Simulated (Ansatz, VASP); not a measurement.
**One calculation of AlNi, two programs**

```xyz
2
Lattice="1.9775 -1.9532 0.0000 1.9775 1.9532 0.0000 0.0000 0.0000 3.0994" Properties=species:S:1:pos:R:3 pbc="T T T"
Al    0.0000    0.0000    0.0000
Ni    1.9775    0.0000    1.5497
```

Change from the starting cell: strain +0.0200 x Voigt [1, 0, 0, 0, 0, 0], atoms carried along.

Alike in both runs: task single point; functional r2SCAN; k mesh 18 × 18 × 16; occupations gaussian, width 0.15 eV; no spin polarisation.

```csv
,VASP,Ansatz
version,VASP 6.6.1,Ansatz 0.2.0
potentials or method,"VASP PAW PBE potentials, release 64 (Al, Ni), cutoff 520 eV","scalar-relativistic, plane waves, PAW"
valence electrons in the cell,13,21
```

```csv
,VASP,Ansatz,Ansatz less VASP
gap on the k mesh at the Fermi level (eV),none,none,-
pressure (GPa),-3.0,-2.8,+0.23
"traceless stress, the component that is largest in VASP (GPa)",-4.16,-4.00,+0.167
```

VASP's potentials were made for PBE, not for r2SCAN. A gap of «none» marks a metal or a gap that the smearing closes. VASP's potentials hold 13 valence electrons a cell and Ansatz's 21, so a difference there can come from the potentials and not from the codes.
